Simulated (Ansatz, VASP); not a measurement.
**Two plane-wave programs on SrTe**

POSCAR

```
SrTe
1.0
    0.0000000000      3.3527582064      3.3527582064
    3.3527582064      0.0000000000      3.3527582064
    3.3527582064      3.3527582064      0.0000000000
Sr Te
1 1
Direct
    0.0000000000      0.0000000000      0.0000000000
    0.5000000000      0.5000000000      0.5000000000
```

INCAR.step1

```
PREC = Accurate ; ENCUT = 550
ISMEAR = 0 ; SIGMA = 0.01
LREAL = F ; LASPH = T
NELM = 120 ; NBANDS = 15
GGA = PE ; ALGO = Normal
EDIFF = 1E-5 ; LWAVE = T
LCHARG = F ; GGA_COMPAT = F
```

File INCAR.step2:

```
PREC = Accurate ; ENCUT = 550
EDIFF = 1E-6 ; ISMEAR = 0
SIGMA = 0.01 ; LREAL = F
LASPH = T ; NELM = 120
ALGO = Normal ; ISIF = 2
LWAVE = F ; LCHARG = F
METAGGA = R2SCAN ; LMIXTAU = T
NBANDS = 15 ; ISTART = 1
GGA_COMPAT = F
```

Contents of KPOINTS:

```
regular mesh
0
Gamma
  6 6 6
```

Input for Ansatz:

```yaml
crystal:
  lattice:
    - [0.0, 3.3527582064, 3.3527582064]
    - [3.3527582064, 0.0, 3.3527582064]
    - [3.3527582064, 3.3527582064, 0.0]
  atoms:
    - { symbol: Sr, position: [0.0, 0.0, 0.0] }
    - { symbol: Te, position: [0.5, 0.5, 0.5] }
kpoints:
  mp_grid: { grid: [6, 6, 6] }
  band_path:
    path:
      - [0.0, 0.0, 0.0]
      - [0.5, 0.0, 0.5]
      - [0.625, 0.25, 0.625]
      - [0.375, 0.375, 0.75]
      - [0.5, 0.5, 0.5]
      - [0.5, 0.25, 0.75]
      - [0.0, 0.5, 0.5]
    npoints: 1
hamiltonian:
  xc: r2scan
scf:
  occupations: { method: fixed }
  n_extra_bands: 4
output:
  forces: true
  stress: true
  eigenvalues: true
```

Alike in both runs: task single point; functional r2SCAN; k mesh 6 × 6 × 6; no spin polarisation.

|  | VASP | Ansatz |
| --- | --- | --- |
| version | VASP 6.6.1 | Ansatz 0.2.0 |
| potentials or method | VASP PAW PBE potentials, release 64 (Sr_sv, Te) | plane waves, PAW |
| plane-wave cutoff (eV) | 550 | 500 |
| occupations | gaussian, width 0.01 eV | fixed |
| valence electrons in the cell | 16 | 26 |

```tsv
	VASP	Ansatz	Ansatz less VASP
gap on the k mesh at the Fermi level (eV)	2.14	2.17	+0.027
pressure (GPa)	0.1	0.0	-0.09
```

VASP's potentials were made for PBE, not for r2SCAN. VASP's potentials hold 16 valence electrons a cell and Ansatz's 26, so a difference there can come from the potentials and not from the codes.

Spin-orbit coupling is off throughout.
